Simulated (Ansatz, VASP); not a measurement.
# Ca: VASP beside Ansatz

The input INCAR:

```
SYSTEM = Ca
PREC     = Accurate       ! precision mode
ENCUT    = 520            ! plane-wave cutoff, eV
EDIFF    = 1E-8           ! SCF threshold, eV
ISMEAR   = -1             ! smearing method
SIGMA    = 0.05           ! smearing width, eV
LREAL    = .False.        ! projectors in reciprocal space
LASPH    = .True.         ! aspherical terms in the spheres
NELM     = 60             ! most SCF steps
ALGO     = Normal         ! electronic algorithm
ISIF     = 2              ! what is computed and relaxed
LWAVE    = .False.        ! write WAVECAR
LCHARG   = .False.        ! write CHGCAR
GGA      = PS             ! functional
LEFG     = .True.       
NBANDS   = 17             ! bands
```

File KPOINTS:

```
regular mesh
0
Gamma
  11 11 6
  0 0 0
```

The input POSCAR:

```
Ca
1.0
    1.9446338643     -3.3495995521      0.0000000000
    1.9446338643      3.3495995521      0.0000000000
    0.0000000000      0.0000000000      6.4211399865
Ca
2
Direct
    0.8355866000      0.1644134000      0.2500000000
    0.1644134000      0.8355866000      0.7500000000
```

Input for Ansatz:

```yaml
crystal:
  lattice:
    - [1.9446338643, -3.3495995521, 0.0]
    - [1.9446338643, 3.3495995521, 0.0]
    - [0.0, 0.0, 6.4211399865]
  atoms:
    - { symbol: Ca, position: [0.8355866, 0.1644134, 0.25] }
    - { symbol: Ca, position: [0.1644134, 0.8355866, 0.75] }
kpoints:
  mp_grid: { grid: [11, 11, 6] }
scf:
  occupations: { method: fermi_dirac, width: 0.05 }
hamiltonian:
  xc: pbesol
  pseudopotentials: { kind: paw }
output:
  forces: true
  stress: true
  eigenvalues: true
  efg: { contact_densities: true }
  write_density: true
  write_potential: true
  elf: true
  volumetric_format: npy
```

Change from the starting cell: volume scaled by 0.96, PAW files.

Alike in both runs: task electric field gradients; functional PBEsol; k mesh 11 × 11 × 6; occupations fermi-dirac, width 0.05 eV; no spin polarisation.

|  | VASP | Ansatz |
| --- | --- | --- |
| version | VASP 6.6.1 | Ansatz 0.2.0 |
| potentials or method | VASP PAW PBE potentials, release 64 (Ca_sv) | PAW with Ansatz's default frozen-core files, scalar-relativistic |
| plane-wave cutoff (eV) | 520 | 420 |
| valence electrons in the cell | 20 | 20 |

```tsv
	VASP	Ansatz	Ansatz less VASP
pressure (GPa)	-0.4	-0.4	-0.01
traceless stress, the component that is largest in VASP (GPa)	0.16	0.16	+0.001
rms of the force components (eV/Å)	0.009	0.010	+0.0001
size of Vzz on the site where it differs most (V/Å²)	5.4	5.3	-0.17
```

VASP's potentials were made for PBE, not for PBEsol. Atom by atom the forces differ by 0.000 eV/Å (rms over components).
